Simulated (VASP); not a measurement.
Write the native input for VASP 6.6.1 that does the following.

- Task: single point
- Functional: HSE06
- Potentials or basis: VASP PAW PBE potentials, release 64 (B, N)
- Cutoff: 520 eV
- k mesh: 9 × 9 × 4
- Occupations: gaussian, width 0.01 eV
- Spin: no spin polarisation
- Dipole correction: no
- Grid for exact exchange (PRECFOCK): Normal
- Further INCAR settings: ALGO = Normal; EDIFF = 1e-07; NBANDS = 16
- Share of exact exchange: 0.25
- Screening parameter: 0.2079 1/Å

The system is BN.

```
B N
1.0
     2.50245    0.00000    0.00000
    -1.25123    2.16719    0.00000
     0.00000    0.00000    4.21010
B N
2 2
Cartesian
  0.0000 1.4448 0.0003
  1.2512 0.7224 2.1054
  0.0000 1.4448 1.5743
  1.2512 0.7224 3.6793
```

One way to write it, as run:

POSCAR

```
BN
1.0
    2.5024521521      0.0000000000      0.0000000000
   -1.2512260760      2.1671871355      0.0000000000
    0.0000000000      0.0000000000      4.2100964423
B N
2 2
Direct
    0.3333333333      0.6666666667      0.0000745354
    0.6666666667      0.3333333333      0.5000745354
    0.3333333333      0.6666666667      0.3739254646
    0.6666666667      0.3333333333      0.8739254646
```

INCAR.step1

```
  ALGO = Normal
  EDIFF = 1E-5
  ENCUT = 520
  GGA = PE
  ISIF = 2
  ISMEAR = 0
  LASPH = True
  LREAL = False
  LWAVE = True
  NBANDS = 16
  NELM = 100
  PREC = Accurate
  SIGMA = 0.01
```

INCAR.step2

```
  ALGO = Normal
  EDIFF = 1E-7
  ENCUT = 520
  GGA = PE
  HFSCREEN = 0.2079
  ISIF = 2
  ISMEAR = 0
  ISTART = 1
  LASPH = True
  LCHARG = True
  LELF = True
  LHFCALC = True
  LREAL = False
  LVHAR = True
  LWAVE = False
  NBANDS = 16
  NELM = 100
  PREC = Accurate
  PRECFOCK = Normal
  SIGMA = 0.01
```

KPOINTS

```
k-points
0
Gamma
  9 9 4
```

Potentials or basis: VASP PAW PBE potentials, release 64 (B, N).

Command:

```sh
$ cat potpaw_PBE.64/B/POTCAR potpaw_PBE.64/N/POTCAR > POTCAR
$ cp INCAR.step1 INCAR
$ mpirun -np 1 vasp_std > vasp.out
$ cp INCAR.step2 INCAR
$ mpirun -np 1 vasp_std > vasp.out
```

It gave:

* Pressure: 9.5 GPa
* Largest force: 0.030 eV/Å
* Band gap on the k mesh: 6.35 eV (least direct gap 9.96 eV)

Caveat: the cell stands under pressure; the PAW data sets were made with another functional, which shifts forces and pressure a little; an odd mesh through Γ misses points on the zone boundary, where band edges can lie.

It took 75 min on 1 thread of Oxide Virtual Turin-like Processor, with other jobs on the host, peak memory 0.22 GiB.
